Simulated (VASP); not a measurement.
# LaB6 (Pm-3m) in VASP: a series of runs

LaB6 is run at these levels: r2SCAN+D3(BJ), BLYP+D3(BJ), PBE; tasks: single point, relaxation of the atoms.

Everything below comes from runs of VASP 6.6.1. Logs are shortened: lines on timing, memory, paths and dates and some standing lists are left out, and cuts for length are marked.

## (1) The cell of the first run

Symmetry: Pm-3m, No. 221, cubic system. Conventional cell: a = 4.196 Å, b = 4.196 Å, c = 4.196 Å, α = 90.00°, β = 90.00°, γ = 90.00°. La (site symmetry m-3m) has 24 B at 3.08 Å within 4.1 Å. Within 2.2 Å of B (site symmetry 4mm) lie 5 B at 1.68 to 1.78 Å.

## (2) Single point, r2SCAN+D3(BJ) (volume scaled by 1.04)

Contents of POSCAR:

```
LaB6
1.0
    4.1960947170      0.0000000000      0.0000000000
    0.0000000000      4.1960947170      0.0000000000
    0.0000000000      0.0000000000      4.1960947170
La B
1 6
Direct
    0.0000000000      0.0000000000      0.0000000000
    0.2000970326      0.5000000000      0.5000000000
    0.7999029674      0.5000000000      0.5000000000
    0.5000000000      0.5000000000      0.2000970326
    0.5000000000      0.5000000000      0.7999029674
    0.5000000000      0.2000970326      0.5000000000
    0.5000000000      0.7999029674      0.5000000000
```

Contents of INCAR.step1:

```
SYSTEM = LaB6
PREC = Accurate
ENCUT = 520
ISMEAR = 0
SIGMA = 0.05
LREAL = .False.
LASPH = .True.
NELM = 60
NBANDS = 24
GGA = PE
ALGO = Normal
EDIFF = 1E-4
LWAVE = .True.
LCHARG = .False.
```

Contents of INCAR.step2:

```
SYSTEM = LaB6
PREC = Accurate
ENCUT = 520
EDIFF = 1E-6
ISMEAR = 0
SIGMA = 0.05
LREAL = .False.
LASPH = .True.
NELM = 60
ALGO = Normal
ISIF = 2
LWAVE = .False.
LCHARG = .False.
METAGGA = R2SCAN
LMIXTAU = .True.
IVDW = 12
VDW_S6 = 1.0
VDW_S8 = 0.78981345
VDW_A1 = 0.49484001
VDW_A2 = 5.73083694
NBANDS = 24
ISTART = 1
```

Contents of KPOINTS:

```
Automatic mesh
0
Gamma
  6 6 6
  0 0 0
```

Potentials or basis: VASP PAW PBE potentials, release 64 (La, B).

Started as:

```
$ cat potpaw_PBE.64/La/POTCAR potpaw_PBE.64/B/POTCAR > POTCAR
$ cp INCAR.step1 INCAR
$ mpirun -np 1 vasp_std > vasp.out
$ cp INCAR.step2 INCAR
$ mpirun -np 1 vasp_std > vasp.out
```

OUTCAR:

```text
SYSTEM = LaB6
   PREC = Accurate
   ENCUT = 520
   EDIFF = 1E-6
   ISMEAR = 0
   LREAL = .False.
   LASPH = .True.
   NELM = 60
   ISIF = 2
   METAGGA = R2SCAN
   IVDW = 12
   ISTART = 1
 IVDW          = 12

 ion  position               nearest neighbor table
   1  0.000  0.000  0.000-
   2  0.200  0.500  0.500-   3 1.68   4 1.78   5 1.78   6 1.78   7 1.78
   3  0.800  0.500  0.500-   2 1.68   4 1.78   5 1.78   6 1.78   7 1.78
   4  0.500  0.500  0.200-   5 1.68   3 1.78   2 1.78   6 1.78   7 1.78
   5  0.500  0.500  0.800-   4 1.68   3 1.78   2 1.78   6 1.78   7 1.78
   6  0.500  0.200  0.500-   7 1.68   3 1.78   4 1.78   5 1.78   2 1.78
   7  0.500  0.800  0.500-   6 1.68   3 1.78   4 1.78   5 1.78   2 1.78

  LATTYP: Found a simple cubic cell.
 ALAT       =     4.1960947170

  Lattice vectors:

 A1 = (   4.1960947170,   0.0000000000,   0.0000000000)
 A2 = (   0.0000000000,   4.1960947170,   0.0000000000)
 A3 = (   0.0000000000,   0.0000000000,   4.1960947170)

Analysis of symmetry for initial positions (statically):
=====================================================================
 Subroutine PRICEL returns:
 Original cell was already a primitive cell.

 Routine SETGRP: Setting up the symmetry group for a
 simple cubic supercell.

 Subroutine GETGRP returns: Found 48 space group operations
 (whereof 48 operations were pure point group operations)
 out of a pool of 48 trial point group operations.

The static configuration has the point symmetry O_h .

Analysis of symmetry for dynamics (positions and initial velocities):
=====================================================================
 Subroutine PRICEL returns:
 Original cell was already a primitive cell.

 Routine SETGRP: Setting up the symmetry group for a
 simple cubic supercell.

 Subroutine GETGRP returns: Found 48 space group operations
 (whereof 48 operations were pure point group operations)
 out of a pool of 48 trial point group operations.

The dynamic configuration has the point symmetry O_h .

 Subroutine INISYM returns: Found 48 space group operations
 (whereof 48 operations are pure point group operations),
 and found     1 'primitive' translations

----------------------------------------------------------------------------------------

                                     Primitive cell

  volume of cell :      73.8815

  direct lattice vectors                    reciprocal lattice vectors
     4.196094717  0.000000000  0.000000000     0.238316832  0.000000000  0.000000000
     0.000000000  4.196094717  0.000000000     0.000000000  0.238316832  0.000000000
     0.000000000  0.000000000  4.196094717     0.000000000  0.000000000  0.238316832

  length of vectors
     4.196094717  4.196094717  4.196094717     0.238316832  0.238316832  0.238316832

  position of ions in fractional coordinates (direct lattice)
     0.000000000  0.000000000  0.000000000
     0.200097033  0.500000000  0.500000000
     0.799902967  0.500000000  0.500000000
     0.500000000  0.500000000  0.200097033
     0.500000000  0.500000000  0.799902967
     0.500000000  0.200097033  0.500000000
     0.500000000  0.799902967  0.500000000

  ion indices of the primitive-cell ions
   primitive index   ion index
                 1           1
                 2           2
                 3           3
                 4           4
                 5           5
                 6           6
                 7           7

----------------------------------------------------------------------------------------

 KPOINTS: Automatic mesh

Automatic generation of k-mesh.
 Grid dimensions read from file:
 generate k-points for:    6    6    6

 Generating k-lattice:

  Cartesian coordinates                     Fractional coordinates (reciprocal lattice)
     0.039719472  0.000000000  0.000000000     0.166666667  0.000000000  0.000000000
     0.000000000  0.039719472  0.000000000     0.000000000  0.166666667  0.000000000
     0.000000000  0.000000000  0.039719472     0.000000000  0.000000000  0.166666667

  Length of vectors
     0.039719472  0.039719472  0.039719472

  Shift w.r.t. Gamma in fractional coordinates (k-lattice)
     0.000000000  0.000000000  0.000000000

 Subroutine IBZKPT returns following result:
 ===========================================

 Found     20 irreducible k-points:

 Following reciprocal coordinates:
            Coordinates               Weight
  0.000000  0.000000  0.000000      1.000000
  0.166667  0.000000  0.000000      6.000000
  0.333333  0.000000  0.000000      6.000000
  0.500000  0.000000  0.000000      3.000000
  0.166667  0.166667  0.000000     12.000000
  0.333333  0.166667  0.000000     24.000000
[... 12 lines left out ...]
  0.500000  0.500000  0.333333      6.000000
  0.500000  0.500000  0.500000      1.000000
   k-points           NKPTS =     20   k-points in BZ     NKDIM =     20   number of bands    NBANDS=     24
   number of dos      NEDOS =    301   number of ions     NIONS =      7
   total plane-waves  NPLWV =  32768
   dimension x,y,z NGX =    32 NGY =   32 NGZ =   32
   dimension x,y,z NGXF=    64 NGYF=   64 NGZF=   64
   ions per type =               1   6
   NGX,Y,Z   is equivalent  to a cutoff of  12.68, 12.68, 12.68 a.u.
   NGXF,Y,Z  is equivalent  to a cutoff of  25.36, 25.36, 25.36 a.u.
 SYSTEM =  LaB6
   PREC   = accura    normal or accurate (medium, high low for compatibility)
   ISTART =      1    job   : 0-new  1-cont  2-samecut
   ICHARG =      0    charge: 1-file 2-atom 10-const
   ISPIN  =      1    spin polarized calculation?
   LNONCOLLINEAR =      F non collinear calculations
   LSORBIT =      F    spin-orbit coupling
   LASPH  =      T    aspherical Exc in radial PAW
   ENCUT  =  520.0 eV  38.22 Ry    6.18 a.u.   7.80  7.80  7.80*2*pi/ulx,y,z
   NELM   =     60;   NELMIN=  2; NELMDL=  0     # of ELM steps
   EDIFF  = 0.1E-05   stopping-criterion for ELM
   LREAL  =      F    real-space projection
   EDIFFG = 0.1E-04   stopping-criterion for IOM
   NSW    =      0    number of steps for IOM
   IBRION =     -1    ionic relax: 0-MD 1-quasi-New 2-CG
   NFREE  =      0    steps in history (QN), initial steepest desc. (CG)
   ISIF   =      2    stress and relaxation
   ISYM   =      2    0-nonsym 1-usesym 2-fastsym
   POTIM  = 0.5000    time-step for ionic-motion
   TEBEG  =    0.0;   TEEND  =   0.0 temperature during run
   PSTRESS=    0.0 pullay stress
   NELECT =      29.0000    total number of electrons
   NUPDOWN=      -1.0000    fix difference up-down
   EMIN   =  10.00;   EMAX   =-10.00  energy-range for DOS
   EFERMI =   0.00;   METHOD = LEGACY
   ISMEAR =     0;   SIGMA  =   0.05  broadening in eV -4-tet -1-fermi 0-gaus
   EFERMI_NEDOS =   21; number of points for ismear=-14 and -15
   IALGO  =     38    algorithm
   IMIX   =      4    mixing-type and parameters
     AMIX     =   0.40;   BMIX     =  1.00
     AMIX_MAG =   1.60;   BMIX_MAG =  1.00
  volume/ion in A,a.u.               =      10.55        71.23
  Fermi-wavevector in a.u.,A,eV,Ry     =   1.198659  2.265137 19.548616  1.436783
  Thomas-Fermi vector in A             =   2.334542
   LORBIT       =      0    0 simple, 1 ext, 2 COOP (PROOUT), +10 PAW based schemes
   METAGGA = R2SCAN    functional components
   LHFCALC =     F    Hartree Fock is set to
   AEXX    =    0.0000 exact exchange contribution
   IVDW    =    12    specifies the selected vdW correction
   LEPSILON=     F    determine dielectric tensor
   LRPA    =     F    only Hartree local field effects (RPA)
 non-spin polarized calculation
 Gauss-broadening in eV      SIGMA  =   0.05
  energy-cutoff  :      520.00
  volume of cell :       73.88
 maximum number of plane-waves:      2008
 NGX is ok and might be reduce to    32
   NGX = 15   NGY = 15   NGZ = 15

 number of electron      29.0000001 magnetization

 Free energy of the ion-electron system (eV)
  ---------------------------------------------------
  ext. energy  EPLUGINS =         0.00000000
  ---------------------------------------------------
  free energy    TOTEN  =       -78.17115428 eV

  energy without entropy =      -78.16886548  energy(sigma->0) =      -78.17000988

 E-fermi :   8.5361     XC(G=0): -11.7944

 val. band max:        8.5243999390   @ k =   0.5000   0.3333   0.0000
 cond. band min:       8.5774357526   @ k =   0.1667   0.1667   0.0000
 fundamental gap:      0.0530358136
 Fermi energy:         8.5361133691

 k-point     1 :       0.0000    0.0000    0.0000
  band No.  band energies     occupation
      1     -26.0258      2.00000
      2      -9.3060      2.00000
      3      -9.3060      2.00000
      4      -9.3060      2.00000
      5      -7.9160      2.00000
      6       0.2157      2.00000
[... 16 lines left out ...]
     23      10.6020      0.00000
     24      11.7004      0.00000

 k-point     2 :       0.1667    0.0000    0.0000
  band No.  band energies     occupation
      1     -26.0203      2.00000
      2      -9.5345      2.00000
      3      -9.2882      2.00000
      4      -9.2882      2.00000
      5      -7.6553      2.00000
      6      -1.1205      2.00000
[... 16 lines left out ...]
     23      10.7895      0.00000
     24      11.5295      0.00000

 k-point     3 :       0.3333    0.0000    0.0000
  band No.  band energies     occupation
      1     -26.0095      2.00000
      2      -9.8763      2.00000
      3      -9.2520      2.00000
      4      -9.2520      2.00000
      5      -7.2105      2.00000
      6      -2.3018      2.00000
[... 16 lines left out ...]
     23      10.8022      0.00000
     24      10.8022      0.00000
[... 406 lines left out ...]
 k-point    19 :       0.5000    0.5000    0.3333
  band No.  band energies     occupation
      1     -25.9685      2.00000
      2      -9.5840      2.00000
      3      -9.5840      2.00000
      4      -9.4596      2.00000
      5      -7.0786      2.00000
      6      -2.0497      2.00000
[... 16 lines left out ...]
     23      12.3884      0.00000
     24      12.5016      0.00000

 k-point    20 :       0.5000    0.5000    0.5000
  band No.  band energies     occupation
      1     -25.9635      2.00000
      2      -9.5491      2.00000
      3      -9.5491      2.00000
      4      -9.5491      2.00000
      5      -6.9808      2.00000
      6      -2.1861      2.00000
[... 16 lines left out ...]
     23      12.7225      0.00000
     24      12.9337      0.00000

------------------------ aborting loop because EDIFF is reached ----------------------------------------

 Edisp (eV)   -0.81830

 E8    (eV) :    -0.2660

  FORCE on cell =-STRESS in cart. coord.  units (eV):
  Direction    XX          YY          ZZ          XY          YZ          ZX
  --------------------------------------------------------------------------------------
  -------------------------------------------------------------------------------------
  Total      -3.33146    -3.33146    -3.33146    -0.00000     0.00000     0.00000
  in kB     -72.24522   -72.24522   -72.24522    -0.00000     0.00000     0.00000
  external pressure =      -72.25 kB  Pullay stress =        0.00 kB

 VOLUME and BASIS-vectors are now :
 -----------------------------------------------------------------------------
  energy-cutoff  :      520.00
  volume of cell :       73.88
      direct lattice vectors                 reciprocal lattice vectors
     4.196094717  0.000000000  0.000000000     0.238316832  0.000000000  0.000000000
     0.000000000  4.196094717  0.000000000     0.000000000  0.238316832  0.000000000
     0.000000000  0.000000000  4.196094717     0.000000000  0.000000000  0.238316832

 POSITION                                       TOTAL-FORCE (eV/Angst)
 -----------------------------------------------------------------------------------
      0.00000      0.00000      0.00000        -0.000000      0.000000      0.000000
      0.83963      2.09805      2.09805         0.051960      0.000000      0.000000
      3.35647      2.09805      2.09805        -0.051960      0.000000      0.000000
      2.09805      2.09805      0.83963        -0.000000      0.000000      0.051960
      2.09805      2.09805      3.35647         0.000000      0.000000     -0.051960
      2.09805      0.83963      2.09805        -0.000000      0.051960      0.000000
      2.09805      3.35647      2.09805         0.000000     -0.051960      0.000000
 -----------------------------------------------------------------------------------
    total drift:                                0.000000      0.000000      0.000000

  FREE ENERGIE OF THE ION-ELECTRON SYSTEM (eV)
  ---------------------------------------------------
  free  energy   TOTEN  =       -78.9894574894 eV

  energy  without entropy=      -78.9871686924  energy(sigma->0) =      -78.98831309
```

It took 80 s on 1 thread of AMD EPYC 9R45 (Zen 5), shared host; peak memory 0.18 GiB.

What came out:

```
Free energy                : -78.9895 eV
Pressure                   : -7.2 GPa
Largest force              : 0.052 eV/Å
Dispersion energy per atom : -0.117 eV
```

Forces on the atoms (eV/Å):
```
La   0.000  0.000  0.000
B    0.052  0.000  0.000
B   -0.052  0.000  0.000
B    0.000  0.000  0.052
B    0.000  0.000 -0.052
B    0.000  0.052  0.000
B    0.000 -0.052  0.000
```

Caveat: three body term missing; the PAW data sets were made with another functional, which shifts forces and pressure a little; spin-orbit coupling is left out, which moves the levels of the heavy elements; pairwise dispersion overbinds metals, which lowers pressure and volume.

(Continued in part 2 of 2.)
